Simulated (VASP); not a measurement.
FeO:

```
CELL_PARAMETERS angstrom
-1.61271 1.61271 2.09719
1.61271 -1.61271 2.09719
1.61271 1.61271 -2.09719
ATOMIC_POSITIONS crystal
Fe 0.00000 0.00000 0.00000
O 0.50000 0.50000 0.00000
```

This cell differs from its parent crystal: volume scaled by 1.02.

Base run:

| Item | Value |
| --- | --- |
| Program | VASP 6.6.1 |
| Functional | LDA |
| Potentials or basis | VASP PAW LDA potentials, release 64 (Fe, O) |
| Cutoff | 520 eV |
| k mesh | 12 × 12 × 12 |
| Occupations | fermi-dirac, width 0.05 eV |
| Spin | collinear spin, ferromagnetic start |
| Starting moments | [3.0, 0.0] μB |

Its results: band gap on the k mesh zero (filled and empty bands overlap); pressure -24.5 GPa; net moment 4.00 μB per cell; site moments Fe +3.57; O +0.31 μB.

Question: The run is repeated on the same cell with these changes: functional from LDA to PBEsol; potentials or basis from VASP PAW LDA potentials, release 64 (Fe, O) to VASP PAW PBE potentials, release 64 (Fe, O). What comes out?

Answer: Band gap on the k mesh zero (filled and empty bands overlap); pressure -18.4 GPa; net moment 4.00 μB per cell; site moments Fe +3.61; O +0.29 μB.

Caveats: a cell with one magnetic atom can't hold antiferromagnetic order, which such compounds often take; semilocal functionals often make such compounds metallic where correlation or magnetic order opens a gap, which also shifts bond lengths; the PAW data sets were made with another functional, which shifts forces and pressure a little (some runs).
